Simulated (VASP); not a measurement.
Input of a VASP 6.6.1 run:

Contents of INCAR:

```
  ALGO = Normal
  EDIFF = 1E-6
  ENCUT = 500
  GGA = LIBXC
  GGA_COMPAT = F
  ISIF = 2
  ISMEAR = -1
  LASPH = T
  LCHARG = F
  LIBXC1 = GGA_X_RPBE
  LIBXC2 = GGA_C_LYP
  LREAL = F
  LWAVE = F
  NBANDS = 11
  NELM = 120
  PREC = Accurate
  SIGMA = 0.025
```

KPOINTS

```
k-points
0
Gamma
  7 7 7
```

POSCAR

```
Ba
1.0
    0.0000000000      3.2540740042      3.2540740042
    3.2540740042      0.0000000000      3.2540740042
    3.2540740042      3.2540740042      0.0000000000
Ba
1
Direct
    0.0000000000      0.0000000000      0.0000000000
```

Potentials or basis: VASP PAW PBE potentials, release 64 (Ba_sv).

Run with:

```console
$ cat potpaw_PBE.64/Ba_sv/POTCAR > POTCAR
$ mpirun -np 1 vasp_std > vasp.out
```

**Question.** Predict the band gap on the k mesh.

**Answer.** Zero (bands 5 and 6 overlap by 0.03 eV).

**Question.** Predict the pressure.

**Answer.** 0.5 GPa.

Caveat: the PAW data sets were made with another functional, which shifts forces and pressure a little; spin-orbit coupling is left out, which moves the levels of the heavy elements.
